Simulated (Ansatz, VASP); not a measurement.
Given: the input of a run of VASP 6.6.1 on TiTe2.

File POSCAR:

```
TiTe2
1.0
    3.8020139740      0.0000000000      0.0000000000
   -1.9010069870      3.2926406870      0.0000000000
    0.0000000000      0.0000000000      6.5410343667
Te Ti
2 1
Direct
    0.3333333333      0.6666666667      0.7372000000
    0.6666666667      0.3333333333      0.2628000000
    0.0000000000      0.0000000000      0.0000000000
```

The input INCAR.step1:

```
ALGO = Normal
EDIFF = 1E-4
ENCUT = 520
GGA = PE
ISMEAR = -1
LASPH = T
LCHARG = F
LREAL = F
LWAVE = T
NBANDS = 19
NELM = 80
PREC = Accurate
SIGMA = 0.05
```

The input INCAR.step2:

```
ALGO = Normal
EDIFF = 1E-6
ENCUT = 520
ISIF = 2
ISMEAR = -1
ISTART = 1
LASPH = T
LCHARG = F
LMIXTAU = T
LREAL = F
LWAVE = F
METAGGA = R2SCAN
NBANDS = 19
NELM = 80
PREC = Accurate
SIGMA = 0.05
```

Contents of KPOINTS:

```
k-points
0
Gamma
  8 8 4
```

Potentials or basis: VASP PAW PBE potentials, release 64 (Te, Ti_sv).

Command:

```sh
$ cat potpaw_PBE.64/Te/POTCAR potpaw_PBE.64/Ti_sv/POTCAR > POTCAR
$ cp INCAR.step1 INCAR
$ mpirun -np 1 vasp_std > vasp.out
$ cp INCAR.step2 INCAR
$ mpirun -np 1 vasp_std > vasp.out
```

**Question.** Set up the same calculation for Ansatz 0.2.0. Potentials there: Ansatz PAW.

**Answer.** As run (the cutoff follows the program's own potentials):

Contents of input.yaml:

```yaml
crystal:
  lattice:
    - [3.802013974, 0.0, 0.0]
    - [-1.901006987, 3.292640687, 0.0]
    - [0.0, 0.0, 6.5410343667]
  atoms:
    - { symbol: Te, position: [0.3333333333, 0.6666666667, 0.7372] }
    - { symbol: Te, position: [0.6666666667, 0.3333333333, 0.2628] }
    - { symbol: Ti, position: [0.0, 0.0, 0.0] }
hamiltonian:
  xc: r2scan
  pseudopotentials: { kind: paw }
kpoints:
  mp_grid: { grid: [8, 8, 4] }
scf:
  occupations: { method: fermi_dirac, width: 0.05 }
output:
  forces: true
  stress: true
  eigenvalues: true
```

Potentials or basis: Ansatz PAW.

The run is started by

```bash
$ ansatz run input.yaml --threads 2 --pin off --max-ram 5632MiB --backend cpu --events-out ev --progress --plain --runs-dir out
```

Both were run:

|  | VASP | Ansatz | Ansatz less VASP |
| --- | --- | --- | --- |
| gap on the k mesh at the Fermi level (eV) | none | none | - |
| pressure (GPa) | -0.3 | -0.4 | -0.10 |
| traceless stress, the component that is largest in VASP (GPa) | -0.54 | -0.52 | +0.022 |
| rms of the force components (eV/Å) | 0.172 | 0.180 | +0.0085 |

VASP's potentials were made for PBE, not for r2SCAN. Atom by atom the forces differ by 0.008 eV/Å (rms over components). A gap of «none» marks a metal or a gap that the smearing closes. The functional is the same, so the differences come from potentials, cutoffs and numerics. VASP's potentials hold 24 valence electrons a cell and Ansatz's 44, so a difference there can come from the potentials and not from the codes.

Neither program's run includes spin-orbit coupling.
